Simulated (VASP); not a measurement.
Write the native input for VASP 6.6.1 that does the following.

| Item | Value |
| --- | --- |
| Task | single point |
| Functional | revPBE |
| Potentials or basis | VASP PAW PBE potentials, release 64 (Ta_pv) |
| Cutoff | 520 eV |
| k mesh | 15 × 15 × 15 |
| Occupations | fermi-dirac, width 0.1 eV |
| Spin | no spin polarisation |
| Dipole correction | no |
| Further INCAR settings | ALGO = Normal; EDIFF = 1e-07; NBANDS = 18 |

The structure of Ta lies in POSCAR:

```
Ta
1.0
    0.0000000000      3.0725185201      3.0725185201
    3.0725185201      0.0000000000      3.0725185201
    3.0725185201      3.0725185201      0.0000000000
Ta
2
Direct
    0.1250000000      0.1250000000      0.1250000000
    0.8750000000      0.8750000000      0.8750000000
```

The input as run:

INCAR

```
SYSTEM = Ta
  PREC = Accurate
  ENCUT = 520
  EDIFF = 1E-7
  ISMEAR = -1
  SIGMA = 0.1
  LREAL = .FALSE.
  LASPH = .TRUE.
  NELM = 80
  ALGO = Normal
  ISIF = 2
  LWAVE = .FALSE.
  LCHARG = .FALSE.
  GGA = RE
  NBANDS = 18
```

KPOINTS

```
Automatic mesh
0
G
  15 15 15
  0 0 0
```

Potentials or basis: VASP PAW PBE potentials, release 64 (Ta_pv).

Command:

```sh
$ cat potpaw_PBE.64/Ta_pv/POTCAR > POTCAR
$ mpirun -np 1 vasp_std > vasp.out
```

Results of the run:

The pressure is 0.1 GPa and the band gap on the k mesh is zero (band 11 reaches 2.41 eV, above the bottom of band 12 at 1.65 eV).

Caveat: the PAW data sets were made with another functional, which shifts forces and pressure a little; spin-orbit coupling is left out, which moves the levels of the heavy elements.

It took 30 s on 1 thread of Intel(R) Xeon(R) 6975P-C (Granite Rapids), on a shared host, peak memory 0.24 GiB.
